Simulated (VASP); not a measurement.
The system is Hf.

```
CELL_PARAMETERS angstrom
3.19670 0.00000 0.00000
-1.59835 2.76842 0.00000
0.00000 0.00000 5.05780
ATOMIC_POSITIONS crystal
Hf 0.66667 0.33333 0.75000
Hf 0.33333 0.66667 0.25000
```

| Quantity | Value |
| --- | --- |
| Program | VASP 6.6.1 |
| Task | relaxation of cell and atoms |
| Functional | PBE-based screened hybrid with 25 % exact exchange |
| Potentials or basis | VASP PAW PBE potentials, release 64 (Hf_pv) |
| Cutoff | 600 eV |
| k mesh | 5 × 5 × 3 |
| Occupations | fermi-dirac, width 0.05 eV |
| Spin | no spin polarisation |

At the start: pressure -1.1 GPa; volume 22.38 Å³/atom.

Question: Where does the relaxation end?

Answer: Over 4 steps the energy falls by 3.4 meV/atom and the volume is 22.15 Å³/atom (-1.0 %); space group P6_3/mmc (No. 194, to 0.1 Å) before and after.

The path:
| step | energy change (eV) | largest force (eV/Å) | pressure (GPa) | volume (Å³) |
| --- | --- | --- | --- | --- |
| 1 | 0.0000 | 0.0000 | -1.13 | 44.76 |
| 2 | -0.0038 | 0.0000 | 1.42 | 43.74 |
| 3 | -0.0048 | 0.0000 | 0.63 | 44.07 |
| 4 | -0.0069 | 0.0000 | 0.00 | 44.30 |

Final structure:
```cif
data_structure
_symmetry_space_group_name_H-M 'P 1'
_symmetry_Int_Tables_number 1
_cell_length_a 3.2108
_cell_length_b 3.2108
_cell_length_c 4.9613
_cell_angle_alpha 90.000
_cell_angle_beta 90.000
_cell_angle_gamma 120.000
_cell_volume 44.30
loop_
_atom_site_label
_atom_site_type_symbol
_atom_site_fract_x
_atom_site_fract_y
_atom_site_fract_z
_atom_site_occupancy
Hf1 Hf 0.66667 0.33333 0.75000 1
Hf2 Hf 0.33333 0.66667 0.25000 1
```

Caveat: the k points lie up to 0.45 Å⁻¹ apart in the final cell, too coarse for converged energies and pressures of a metal; the PAW data sets were made with another functional, which shifts forces and pressure a little.
